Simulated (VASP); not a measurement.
Set up this calculation in VASP 6.6.1, as the native input.

| Quantity | Value |
| --- | --- |
| Task | single point |
| Functional | PBE |
| Potentials or basis | VASP PAW PBE potentials, release 64 (Ag, Cl) |
| Cutoff | 520 eV |
| k mesh | 2 × 2 × 2 |
| Occupations | fermi-dirac, width 0.069 eV |
| Spin | no spin polarisation |
| Dipole correction | no |
| Further INCAR settings | LREAL = Auto; ALGO = Normal; EDIFF = 1e-07; NBANDS = 86 |

The structure of AgCl lies in POSCAR:

```
AgCl
1.0
    0.0000000000      5.5463451273      5.5463451273
    5.5463451273      0.0000000000      5.5463451273
    5.5463451273      5.5463451273      0.0000000000
Ag Cl
8 8
Direct
    0.0235761564     -0.0087126745      0.0082801375
   -0.0085809662      0.0285838685      0.4785472125
   -0.0080105906      0.5170081259      0.0048847483
    0.0004163102      0.5043025516      0.4875531432
    0.5198379174     -0.0129565504     -0.0149189237
    0.5043229254     -0.0345097529      0.5360672536
    0.5030922050      0.4628094612      0.0168572272
    0.5153016869      0.5108818393      0.4858963765
    0.2454336088      0.2401544566      0.2714539873
    0.2337240958      0.2360066801      0.7447535999
    0.2779777429      0.7228332186      0.2545724198
    0.1766629154      0.7826077174      0.7601339987
    0.7482433755      0.2959179356      0.2375317384
    0.7084148948      0.2626739712      0.7878957042
    0.7078277514      0.7918791383      0.2497852132
    0.7404568064      0.7523581573      0.7588775858
```

These files were run (other wordings do the same):

INCAR

```
SYSTEM = AgCl
  ALGO = Normal
  EDIFF = 1E-7
  ENCUT = 520
  GGA = PE
  ISIF = 2
  ISMEAR = -1
  LASPH = .TRUE.
  LCHARG = .FALSE.
  LREAL = Auto
  LWAVE = .FALSE.
  NBANDS = 86
  NELM = 60
  PREC = Accurate
  SIGMA = 0.069
```

KPOINTS

```
k-points
0
G
  2 2 2
  0 0 0
```

Potentials or basis: VASP PAW PBE potentials, release 64 (Ag, Cl).

Command:

```sh
$ cat potpaw_PBE.64/Ag/POTCAR potpaw_PBE.64/Cl/POTCAR > POTCAR
$ mpirun -np 1 vasp_std > vasp.out
```

It gave:

| Item | Value |
| --- | --- |
| Pressure | 3.4 GPa |
| Largest force | 1.041 eV/Å |
| Band gap on the k mesh | 0.94 eV |

Caveat: the k points lie up to 0.49 Å⁻¹ apart; the atoms stand as in a frame of molecular dynamics; forces of over 1 eV/Å act on the atoms, so gaps and moduli don't describe the material at rest.

Run time: 2.9 min on 1 thread of Intel(R) Xeon(R) 6975P-C (Granite Rapids), on a shared host, peak memory 0.55 GiB.
